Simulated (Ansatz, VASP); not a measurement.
**Mn in VASP and in Ansatz**

```
Mn
1.0
     2.29737    0.00000    0.00000
     0.00000    2.29737    0.00000
     0.00000    0.00000    2.29737
Mn
1
Direct
  0.00000 0.00000 0.00000
```

Alike in both runs: task single point; functional revPBE; k mesh 15 × 15 × 15; occupations fermi-dirac, width 0.1 eV; no spin polarisation.

```csv
,VASP,Ansatz
version,VASP 6.6.1,Ansatz 0.2.0
potentials or method,"VASP PAW PBE potentials, release 64 (Mn_pv), cutoff 520 eV","plane waves (420 eV) with PAW, scalar-relativistic"
valence electrons in the cell,13,15
```

Ansatz gave:

| Item | Value |
| --- | --- |
| pressure (GPa) | -0.1 |

Q: What did VASP give for the same quantities?

A: Pressure (GPa): 0.2.

VASP's potentials were made for PBE, not for revPBE. The functional is the same, so the differences come from potentials, cutoffs and numerics. VASP's potentials hold 13 valence electrons a cell and Ansatz's 15, so a difference there can come from the potentials and not from the codes.
